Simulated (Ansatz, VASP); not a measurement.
## One calculation of GaSb3, two programs

Contents of INCAR:

```
SYSTEM = GaSb3
ALGO = Normal
EDIFF = 1E-6
ENCUT = 520
GGA = PS
ISIF = 2
ISMEAR = 0
LASPH = .TRUE.
LCHARG = .TRUE.
LELF = .TRUE.
LREAL = .FALSE.
LVHAR = .TRUE.
LWAVE = .FALSE.
NBANDS = 22
NELM = 100
PREC = Accurate
SIGMA = 0.15
```

KPOINTS

```
k-points
0
G
  10 10 10
  0 0 0
```

POSCAR

```
GaSb3
1.0
    0.0000000000      3.6463118692      3.5500492359
    3.6463118692      0.0000000000      3.5500492359
    3.6463118692      3.6463118692      0.0000000000
Ga Sb
1 3
Direct
    0.0000000000      0.0000000000      0.0000000000
    0.2500000000      0.2500000000      0.2500000000
    0.7500000000      0.7500000000      0.7500000000
    0.5000000000      0.5000000000      0.5000000000
```

Input for Ansatz:

```yaml
crystal:
  lattice:
    - [0.0, 3.6463118692, 3.5500492359]
    - [3.6463118692, 0.0, 3.5500492359]
    - [3.6463118692, 3.6463118692, 0.0]
  atoms:
    - { symbol: Ga, position: [0.0, 0.0, 0.0] }
    - { symbol: Sb, position: [0.25, 0.25, 0.25] }
    - { symbol: Sb, position: [0.75, 0.75, 0.75] }
    - { symbol: Sb, position: [0.5, 0.5, 0.5] }
basis:
  ecutwfc: 420
kpoints:
  mp_grid: { grid: [10, 10, 10] }
hamiltonian:
  xc: pbesol
  pseudopotentials: { kind: paw, azcp: { folder: soft_1 } }
scf:
  occupations: { method: gaussian, width: 0.15 }
output:
  forces: true
  stress: true
  eigenvalues: true
```

Alike in both runs: task single point; functional PBEsol; k mesh 10 × 10 × 10; occupations gaussian, width 0.15 eV; no spin polarisation.

```csv
,VASP,Ansatz
version,VASP 6.6.1,Ansatz 0.2.0
potentials or method,"VASP PAW PBE potentials, release 64 (Ga_d, Sb), cutoff 520 eV","scalar-relativistic, plane waves, PAW"
valence electrons in the cell,28,58
```

```tsv
	VASP	Ansatz	Ansatz less VASP
gap on the k mesh at the Fermi level (eV)	none	none	-
pressure (GPa)	1.9	1.9	-0.03
traceless stress, the component that is largest in VASP (GPa)	0.73	0.72	-0.006
```

VASP's potentials were made for PBE, not for PBEsol, and Ansatz warns of the same on its side. A gap of «none» marks a metal or a gap that the smearing closes. With one functional, cell and mesh, what is left measures potentials, basis and numerics. VASP's potentials hold 28 valence electrons a cell and Ansatz's 58, so a difference there can come from the potentials and not from the codes.

Neither program's run includes spin-orbit coupling.
